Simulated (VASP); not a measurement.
# SiC (P1) in VASP: notebook

Runs on SiC. Level: PBE. Tasks: single point.

Program: VASP 6.6.1. These are calculated values, not measurements. Logs are shortened: lines on timing, memory, paths and dates and some standing lists are left out, and cuts for length are marked.

## 1. The cell of the first run

The typed cell holds 4 atoms: a = 3.076 Å, b = 3.049 Å, c = 5.049 Å, α = 89.57°, β = 88.85°, γ = 119.13°.

## 2. Single point, PBE (equal xy, yz and zx shear strains of +2 %)

Contents of INCAR:

```
SYSTEM = SiC
ALGO = Normal
EDIFF = 1E-6
ENCUT = 520
GGA = PE
ISIF = 2
ISMEAR = -1
LASPH = .TRUE.
LCHARG = .FALSE.
LREAL = .FALSE.
LWAVE = .FALSE.
NBANDS = 16
NELM = 100
PREC = Accurate
SIGMA = 0.08
```

Contents of KPOINTS:

```
k-points
0
G
  15 15 8
  0 0 0
```

Contents of POSCAR:

```
SiC
1.0
    3.0759982064      0.0307599821      0.0307599821
   -1.5113601773      2.6485125978      0.0112589349
    0.0504800000      0.0504800000      5.0480000000
Si C
2 2
Direct
    0.3333333333      0.6666666667      0.0000000000
    0.6666666667      0.3333333333      0.5000000000
    0.3333333333      0.6666666667      0.3850000000
    0.6666666667      0.3333333333      0.8850000000
```

Potentials or basis: VASP PAW PBE potentials, release 64 (Si, C).

Command:

```bash
> cat potpaw_PBE.64/Si/POTCAR potpaw_PBE.64/C/POTCAR > POTCAR
> mpirun -np 1 vasp_std > vasp.out
```

OUTCAR:

```text
SYSTEM = SiC
   EDIFF = 1E-6
   ENCUT = 520
   GGA = PE
   ISIF = 2
   ISMEAR = -1
   LASPH = .TRUE.
   LREAL = .FALSE.
   NELM = 100
   PREC = Accurate

 ion  position               nearest neighbor table
   1  0.333  0.667  0.000-   4 1.85   4 1.86   4 1.90   3 1.94   2 3.06   2 3.06   2 3.07   2 3.09
                             2 3.12   2 3.13
   2  0.667  0.333  0.500-   3 1.86   3 1.87   3 1.88   4 1.94   1 3.06   1 3.06   1 3.07   1 3.09
                             1 3.12   1 3.13
   3  0.333  0.667  0.385-   2 1.86   2 1.87   2 1.88   1 1.94
   4  0.667  0.333  0.885-   1 1.85   1 1.86   1 1.90   2 1.94

  LATTYP: Found a triclinic cell.
 ALAT       =     3.1029597659
 B/A-ratio  =     0.9827452114
 C/A-ratio  =     1.6269965309
 COS(alpha) =     0.0074204947
 COS(beta)  =     0.0272158149
 COS(gamma) =     0.5000757388

  Lattice vectors:

 A1 = (   1.5646380291,   2.6792725799,   0.0420189170)
 A2 = (  -1.5113601773,   2.6485125978,   0.0112589349)
 A3 = (   0.0504800000,   0.0504800000,   5.0480000000)

Analysis of symmetry for initial positions (statically):
=====================================================================
 Subroutine PRICEL returns:
 Original cell was already a primitive cell.

 Routine SETGRP: Setting up the symmetry group for a
 triclinic supercell.

 Subroutine GETGRP returns: Found  1 space group operations
 (whereof  1 operations were pure point group operations)
 out of a pool of  2 trial point group operations.

The static configuration has the point symmetry C_1 .

Analysis of symmetry for dynamics (positions and initial velocities):
=====================================================================
 Subroutine PRICEL returns:
 Original cell was already a primitive cell.

 Routine SETGRP: Setting up the symmetry group for a
 triclinic supercell.

 Subroutine GETGRP returns: Found  1 space group operations
 (whereof  1 operations were pure point group operations)
 out of a pool of  2 trial point group operations.

The dynamic configuration has the point symmetry C_1 .

 Subroutine INISYM returns: Found  1 space group operations
 (whereof  1 operations are pure point group operations),
 and found     1 'primitive' translations

----------------------------------------------------------------------------------------

                                     Primitive cell

  volume of cell :      41.3516

  direct lattice vectors                    reciprocal lattice vectors
     3.075998206  0.030759982  0.030759982     0.323303370  0.184513003 -0.005078164
    -1.511360177  2.648512598  0.011258935    -0.003717474  0.375464860 -0.003717474
     0.050480000  0.050480000  5.048000000    -0.001961757 -0.001961757  0.198137492

  length of vectors
     3.076305791  3.049418851  5.048504775     0.372284710  0.375501665  0.198156914

  position of ions in fractional coordinates (direct lattice)
     0.333333333  0.666666667  0.000000000
     0.666666667  0.333333333  0.500000000
     0.333333333  0.666666667  0.385000000
     0.666666667  0.333333333  0.885000000

  ion indices of the primitive-cell ions
   primitive index   ion index
                 1           1
                 2           2
                 3           3
                 4           4

----------------------------------------------------------------------------------------

 KPOINTS: k-points

Automatic generation of k-mesh.
 Grid dimensions read from file:
 generate k-points for:   15   15    8

 Generating k-lattice:

  Cartesian coordinates                     Fractional coordinates (reciprocal lattice)
     0.021553558  0.012300867 -0.000338544     0.066666667 -0.000000000  0.000000000
    -0.000247832  0.025030991 -0.000247832    -0.000000000  0.066666667 -0.000000000
    -0.000245220 -0.000245220  0.024767186     0.000000000  0.000000000  0.125000000

  Length of vectors
     0.024818981  0.025033444  0.024769614

  Shift w.r.t. Gamma in fractional coordinates (k-lattice)
     0.000000000  0.000000000  0.000000000

 Subroutine IBZKPT returns following result:
 ===========================================

 Found    901 irreducible k-points:

 Following reciprocal coordinates:
            Coordinates               Weight
  0.000000  0.000000  0.000000      1.000000
  0.066667 -0.000000 -0.000000      2.000000
  0.133333 -0.000000 -0.000000      2.000000
  0.200000 -0.000000  0.000000      2.000000
  0.266667 -0.000000 -0.000000      2.000000
  0.333333  0.000000  0.000000      2.000000
[... 16 lines left out ...]
 -0.066667  0.066667  0.000000      2.000000
 -0.000000  0.133333 -0.000000      2.000000
 [... further k-points ...]
   k-points           NKPTS =    901   k-points in BZ     NKDIM =    901   number of bands    NBANDS=     16
   number of dos      NEDOS =    301   number of ions     NIONS =      4
   total plane-waves  NPLWV =  23040
   dimension x,y,z NGX =    24 NGY =   24 NGZ =   40
   dimension x,y,z NGXF=    48 NGYF=   48 NGZF=   80
   ions per type =               2   2
   NGX,Y,Z   is equivalent  to a cutoff of  12.97, 13.08, 13.17 a.u.
   NGXF,Y,Z  is equivalent  to a cutoff of  25.94, 26.17, 26.34 a.u.
 SYSTEM =  SiC
   PREC   = accura    normal or accurate (medium, high low for compatibility)
   ISTART =      0    job   : 0-new  1-cont  2-samecut
   ICHARG =      2    charge: 1-file 2-atom 10-const
   ISPIN  =      1    spin polarized calculation?
   LNONCOLLINEAR =      F non collinear calculations
   LSORBIT =      F    spin-orbit coupling
   LASPH  =      T    aspherical Exc in radial PAW
   ENCUT  =  520.0 eV  38.22 Ry    6.18 a.u.   5.72  5.67  9.39*2*pi/ulx,y,z
   NELM   =    100;   NELMIN=  2; NELMDL= -5     # of ELM steps
   EDIFF  = 0.1E-05   stopping-criterion for ELM
   LREAL  =      F    real-space projection
   EDIFFG = 0.1E-04   stopping-criterion for IOM
   NSW    =      0    number of steps for IOM
   IBRION =     -1    ionic relax: 0-MD 1-quasi-New 2-CG
   NFREE  =      0    steps in history (QN), initial steepest desc. (CG)
   ISIF   =      2    stress and relaxation
   ISYM   =      2    0-nonsym 1-usesym 2-fastsym
   POTIM  = 0.5000    time-step for ionic-motion
   TEBEG  =    0.0;   TEEND  =   0.0 temperature during run
   PSTRESS=    0.0 pullay stress
   NELECT =      16.0000    total number of electrons
   NUPDOWN=      -1.0000    fix difference up-down
   EMIN   =  10.00;   EMAX   =-10.00  energy-range for DOS
   EFERMI =   0.00;   METHOD = LEGACY
   ISMEAR =    -1;   SIGMA  =   0.08  broadening in eV -4-tet -1-fermi 0-gaus
   EFERMI_NEDOS =   21; number of points for ismear=-14 and -15
   IALGO  =     38    algorithm
   IMIX   =      4    mixing-type and parameters
     AMIX     =   0.40;   BMIX     =  1.00
     AMIX_MAG =   1.60;   BMIX_MAG =  1.00
  volume/ion in A,a.u.               =      10.34        69.76
  Fermi-wavevector in a.u.,A,eV,Ry     =   1.192936  2.254323 19.362411  1.423097
  Thomas-Fermi vector in A             =   2.328963
   LORBIT       =      0    0 simple, 1 ext, 2 COOP (PROOUT), +10 PAW based schemes
   GGA     = PE    functional components
   LHFCALC =     F    Hartree Fock is set to
   AEXX    =    0.0000 exact exchange contribution
   IVDW    =     0    specifies the selected vdW correction
   LEPSILON=     F    determine dielectric tensor
   LRPA    =     F    only Hartree local field effects (RPA)
 non-spin polarized calculation
  energy-cutoff  :      520.00
  volume of cell :       41.35
 maximum number of plane-waves:      1129
   NGX = 11   NGY = 11   NGZ = 19

 number of electron      16.0000000 magnetization

 Free energy of the ion-electron system (eV)
  ---------------------------------------------------
  ext. energy  EPLUGINS =         0.00000000
  ---------------------------------------------------
  free energy    TOTEN  =       -30.03711256 eV

  energy without entropy =      -30.03711255  energy(sigma->0) =      -30.03711255

 E-fermi :   9.6019     XC(G=0): -11.3505

 val. band max:        8.4412705331   @ k =   0.0000   0.0000   0.0000
 cond. band min:      10.7422885809   @ k =   0.3333   0.3333   0.0000
 fundamental gap:      2.3010180478
 Fermi energy:         9.6018816223

 k-point     1 :       0.0000    0.0000    0.0000
  band No.  band energies     occupation
      1      -7.3146      2.00000
      2      -3.8092      2.00000
      3      -0.2804      2.00000
      4       6.7877      2.00000
      5       6.9216      2.00000
      6       8.0525      2.00000
[... 8 lines left out ...]
     15      17.3042      0.00000
     16      19.6294      0.00000

 k-point     2 :       0.0667   -0.0000   -0.0000
  band No.  band energies     occupation
      1      -7.2387      2.00000
      2      -3.7443      2.00000
      3      -0.2098      2.00000
      4       6.3335      2.00000
      5       6.7874      2.00000
      6       7.7713      2.00000
[... 8 lines left out ...]
     15      17.4691      0.00000
     16      18.9075      0.00000

 k-point     3 :       0.1333   -0.0000   -0.0000
  band No.  band energies     occupation
      1      -7.0124      2.00000
      2      -3.5528      2.00000
      3      -0.0013      2.00000
      4       5.2522      2.00000
      5       6.4665      2.00000
      6       7.0055      2.00000
[... 8 lines left out ...]
     15      17.9377      0.00000
     16      18.0834      0.00000

 k-point     4 :       0.2000   -0.0000    0.0000
  band No.  band energies     occupation
      1      -6.6399      2.00000
      2      -3.2467      2.00000
      3       0.3298      2.00000
      4       3.9551      2.00000
      5       5.9640      2.00000
      6       6.0820      2.00000
[... 8 lines left out ...]
     15      17.8283      0.00000
     16      18.5321      0.00000
[... 324 lines left out ...]
 k-point    22 :      -0.1333    0.0667    0.0000
  band No.  band energies     occupation
      1      -7.0832      2.00000
      2      -3.6116      2.00000
      3      -0.0657      2.00000
      4       5.6968      2.00000
      5       6.3974      2.00000
      6       7.3762      2.00000
[... 8 lines left out ...]
     15      17.7448      0.00000
     16      18.5314      0.00000

 k-point    23 :      -0.0667    0.0667    0.0000
  band No.  band energies     occupation
      1      -7.2357      2.00000
      2      -3.7413      2.00000
      3      -0.2068      2.00000
      4       6.4689      2.00000
      5       6.6577      2.00000
      6       7.8869      2.00000
[... 8 lines left out ...]
     15      17.1887      0.00000
     16      19.1194      0.00000

 k-point    24 :      -0.0000    0.1333   -0.0000
  band No.  band energies     occupation
      1      -7.0064      2.00000
      2      -3.5469      2.00000
      3       0.0048      2.00000
      4       5.3409      2.00000
      5       6.3730      2.00000
      6       7.0721      2.00000
[... 8 lines left out ...]
     15      17.8300      0.00000
     16      18.1160      0.00000

 [... further k-points ...]
[... 5 lines left out ...]
  --------------------------------------------------------------------------------------
  -------------------------------------------------------------------------------------
  Total        1.3972189      1.4033254      0.1316217     -1.2681923     -0.8706826     -0.8716737
  in kB       54.1355218     54.3721201      5.0997090    -49.1363606    -33.7347718    -33.7731685
  external PRESSURE =      37.8691170 kB  Pullay stress =       0.0000000 kB

 VOLUME and BASIS-vectors are now :
 -----------------------------------------------------------------------------
  energy-cutoff  :      520.00
  volume of cell :       41.35
      direct lattice vectors                 reciprocal lattice vectors
     3.075998206  0.030759982  0.030759982     0.323303370  0.184513003 -0.005078164
    -1.511360177  2.648512598  0.011258935    -0.003717474  0.375464860 -0.003717474
     0.050480000  0.050480000  5.048000000    -0.001961757 -0.001961757  0.198137492

 POSITION                                       TOTAL-FORCE (eV/Angst)
 -----------------------------------------------------------------------------------
      0.01776      1.77593      0.01776        -0.285883     -0.102602      0.768942
      1.57212      0.92858      2.54826         0.062550     -0.119199      0.752995
      0.03719      1.79536      1.96124        -0.094585      0.119109     -0.751404
      1.59155      0.94802      4.49174         0.317918      0.102692     -0.770533
 -----------------------------------------------------------------------------------
    total drift:                                0.000037      0.000215      0.000106

  FREE ENERGIE OF THE ION-ELECTRON SYSTEM (eV)
  ---------------------------------------------------
  free  energy   TOTEN  =       -30.0371125578 eV

  energy  without entropy=      -30.0371125490  energy(sigma->0) =      -30.03711255
```

It took 14 min on 1 thread of Oxide Virtual Turin-like, shared host; peak memory 0.52 GiB.

What came out:

| Item | Value |
| --- | --- |
| Free energy | -30.0371 eV |
| Pressure | 3.8 GPa |
| Largest force | 0.840 eV/Å |
| Band gap on the k mesh | 2.30 eV, indirect (least direct gap 4.00 eV) |

Forces on the atoms (eV/Å):
```
Si  -0.286 -0.103  0.769
Si   0.063 -0.119  0.753
C   -0.095  0.119 -0.751
C    0.318  0.103 -0.771
```

Caveat: the cell differs from its parent crystal (equal xy, yz and zx shear strains of +2 %).

## 3. Single point, PBE (equal xy, yz and zx shear strains of -1 %)

Contents of INCAR:

```
PREC = Accurate
ENCUT = 520
EDIFF = 1E-6
ISMEAR = -1
SIGMA = 0.08
LREAL = False
LASPH = True
NELM = 80
ALGO = Normal
ISIF = 2
LWAVE = False
LCHARG = False
GGA = PE
NBANDS = 16
```

Contents of KPOINTS:

```
regular mesh
0
Gamma
  15 15 8
```

Contents of POSCAR:

```
SiC
1.0
    3.0759982064     -0.0153799910     -0.0153799910
   -1.5513185661      2.6715825843     -0.0056294674
   -0.0252400000     -0.0252400000      5.0480000000
Si C
2 2
Direct
    0.3333333333      0.6666666667      0.0000000000
    0.6666666667      0.3333333333      0.5000000000
    0.3333333333      0.6666666667      0.3850000000
    0.6666666667      0.3333333333      0.8850000000
```

Potentials or basis: VASP PAW PBE potentials, release 64 (Si, C).

Command:

```bash
> cat potpaw_PBE.64/Si/POTCAR potpaw_PBE.64/C/POTCAR > POTCAR
> mpirun -np 1 vasp_std > vasp.out
```

OUTCAR:

```text
PREC = Accurate
   ENCUT = 520
   EDIFF = 1E-6
   ISMEAR = -1
   LREAL = False
   LASPH = True
   NELM = 80
   ISIF = 2
   GGA = PE

 ion  position               nearest neighbor table
   1  0.333  0.667  0.000-   4 1.85   4 1.87   4 1.88   3 1.94   2 3.06   2 3.07   2 3.09   2 3.10
                             2 3.10   2 3.10
   2  0.667  0.333  0.500-   3 1.86   3 1.87   3 1.87   4 1.94   1 3.06   1 3.07   1 3.09   1 3.10
                             1 3.10   1 3.10
   3  0.333  0.667  0.385-   2 1.86   2 1.87   2 1.87   1 1.94
   4  0.667  0.333  0.885-   1 1.85   1 1.87   1 1.88   2 1.94

  LATTYP: Found a triclinic cell.
 ALAT       =     3.0627604574
 B/A-ratio  =     1.0043472704
 C/A-ratio  =     1.6482275609
 COS(alpha) =     0.0099745013
 COS(beta)  =     0.0136846555
 COS(gamma) =     0.4934979113

  Lattice vectors:

 A1 = (   1.5246796403,   2.6562025933,  -0.0210094584)
 A2 = (   3.0759982064,  -0.0153799910,  -0.0153799910)
 A3 = (   0.0252400000,   0.0252400000,  -5.0480000000)

Analysis of symmetry for initial positions (statically):
=====================================================================
 Subroutine PRICEL returns:
 Original cell was already a primitive cell.
[... 170 lines left out ...]

  energy without entropy =      -30.05969661  energy(sigma->0) =      -30.05969661

 E-fermi :   9.5979     XC(G=0): -11.3491

 val. band max:        8.4203734338   @ k =   0.0000   0.0000   0.0000
 cond. band min:      10.7346690363   @ k =   0.3333   0.3333  -0.0000
 fundamental gap:      2.3142956026
 Fermi energy:         9.5978857254

 k-point     1 :       0.0000    0.0000    0.0000
  band No.  band energies     occupation
      1      -7.3150      2.00000
      2      -3.8119      2.00000
      3      -0.2825      2.00000
      4       6.8195      2.00000
      5       6.8880      2.00000
      6       8.1042      2.00000
[... 433 lines left out ...]
      3       0.0021      2.00000
      4       5.3368      2.00000
      5       6.3771      2.00000
      6       7.0693      2.00000
[... 8 lines left out ...]
     15      17.8313      0.00000
     16      18.0608      0.00000

 [... further k-points ...]
[... 5 lines left out ...]
  --------------------------------------------------------------------------------------
  -------------------------------------------------------------------------------------
  Total        1.3671461      1.3680387      0.1141248      0.6331824      0.4333431      0.4334702
  in kB       52.9585479     52.9931224      4.4208016     24.5273108     16.7862257     16.7911468
  external PRESSURE =      36.7908240 kB  Pullay stress =       0.0000000 kB

 VOLUME and BASIS-vectors are now :
 -----------------------------------------------------------------------------
  energy-cutoff  :      520.00
  volume of cell :       41.36
      direct lattice vectors                 reciprocal lattice vectors
     3.075998206 -0.015379991 -0.015379991     0.326057296  0.189338427  0.002576979
    -1.551318566  2.671582584 -0.005629467     0.001886479  0.375409376  0.001886479
    -0.025240000 -0.025240000  5.048000000     0.000995519  0.000995519  0.198108212

 POSITION                                       TOTAL-FORCE (eV/Angst)
 -----------------------------------------------------------------------------------
     -0.00888      1.77593     -0.00888         0.159120      0.065473      0.756869
      1.52094      0.86765      2.51187        -0.032390      0.061081      0.752815
     -0.01860      1.76621      1.93460         0.052048     -0.061155     -0.752386
      1.51122      0.85794      4.45535        -0.178778     -0.065399     -0.757298
 -----------------------------------------------------------------------------------
    total drift:                                0.000003      0.000012     -0.000122

  FREE ENERGIE OF THE ION-ELECTRON SYSTEM (eV)
  ---------------------------------------------------
  free  energy   TOTEN  =       -30.0596966145 eV

  energy  without entropy=      -30.0596966074  energy(sigma->0) =      -30.05969661
```

Wall time 9.1 min (1 thread of Oxide Virtual Turin-like, shared host); peak memory 0.52 GiB.

What came out:

```yaml
Free_energy: -30.0597 eV
Pressure: 3.7 GPa
Largest_force: 0.781 eV/Å
Band_gap_on_the_k_mesh: 2.31 eV, indirect (least direct gap 4.04 eV)
```

Forces on the atoms (eV/Å):
```
Si   0.159  0.065  0.757
Si  -0.032  0.061  0.753
C    0.052 -0.061 -0.752
C   -0.179 -0.065 -0.757
```

Caveat: the cell differs from its parent crystal (equal xy, yz and zx shear strains of -1 %). A k mesh can miss the band edges.

(Part 1 of 2 ends here.)
